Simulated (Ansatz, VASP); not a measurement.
## P in VASP and in Ansatz

Contents of POSCAR:

```
P
1.0
    2.4246941115      0.0000000000      0.0000000000
    0.0000000000      2.4385351442      0.0000000000
   -0.0203144631      0.0000000000      4.8524328982
P
2
Direct
    0.0000000300      0.0000000000      0.7494253600
    0.9999999700      0.0000000000      0.2505746400
```

File INCAR.step1:

```
SYSTEM = P
ALGO = Normal
EDIFF = 1E-5
ENCUT = 520
GGA = PE
ISIF = 2
ISMEAR = -1
LASPH = .TRUE.
LREAL = .FALSE.
LWAVE = .TRUE.
NBANDS = 12
NELM = 60
PREC = Accurate
SIGMA = 0.05
```

INCAR.step2

```
SYSTEM = P
AEXX = 0.25
ALGO = Normal
EDIFF = 1E-6
ENCUT = 520
GGA = PE
ISIF = 2
ISMEAR = -1
ISTART = 1
LASPH = .TRUE.
LCHARG = .TRUE.
LELF = .TRUE.
LHFCALC = .TRUE.
LREAL = .FALSE.
LVHAR = .TRUE.
LWAVE = .FALSE.
NBANDS = 12
NELM = 60
PREC = Accurate
PRECFOCK = Normal
SIGMA = 0.05
```

The input KPOINTS:

```
k-points
0
G
  6 6 3
  0 0 0
```

The input input.yaml:

```yaml
crystal:
  lattice:
    - [2.4246941115, 0.0, 0.0]
    - [0.0, 2.4385351442, 0.0]
    - [-0.0203144631, 0.0, 4.8524328982]
  atoms:
    - { symbol: P, position: [3.0e-08, 0.0, 0.74942536] }
    - { symbol: P, position: [0.99999997, 0.0, 0.25057464] }
hamiltonian:
  xc: pbe0
  pseudopotentials: { kind: paw }
kpoints:
  mp_grid: { grid: [6, 6, 3] }
scf:
  occupations: { method: fermi_dirac, width: 0.05 }
  n_extra_bands: 6
output:
  forces: true
  stress: true
  eigenvalues: true
  dos: { projected: true, de: 0.05 }
```

Alike in both runs: functional PBE0; k mesh 6 × 6 × 3; occupations fermi-dirac, width 0.05 eV; no spin polarisation.

|  | VASP | Ansatz |
| --- | --- | --- |
| version | VASP 6.6.1 | Ansatz 0.2.0 |
| potentials or method | VASP PAW PBE potentials, release 64 (P) | Ansatz PAW |
| plane-wave cutoff (eV) | 520 | 420 |
| valence electrons in the cell | 10 | 10 |
| task | single point | projected density of states |

```csv
,VASP,Ansatz,Ansatz less VASP
gap on the k mesh at the Fermi level (eV),none,none,-
pressure (GPa),-3.2,-2.3,+0.92
"traceless stress, the component that is largest in VASP (GPa)",4.34,4.36,+0.025
rms of the force components (eV/Å),0.008,0.009,+0.0008
```

Atom by atom the forces differ by 0.001 eV/Å (rms over components). A gap of «none» marks a metal or a gap that the smearing closes.

The k mesh is coarse, so the values compare programs but aren't converged.
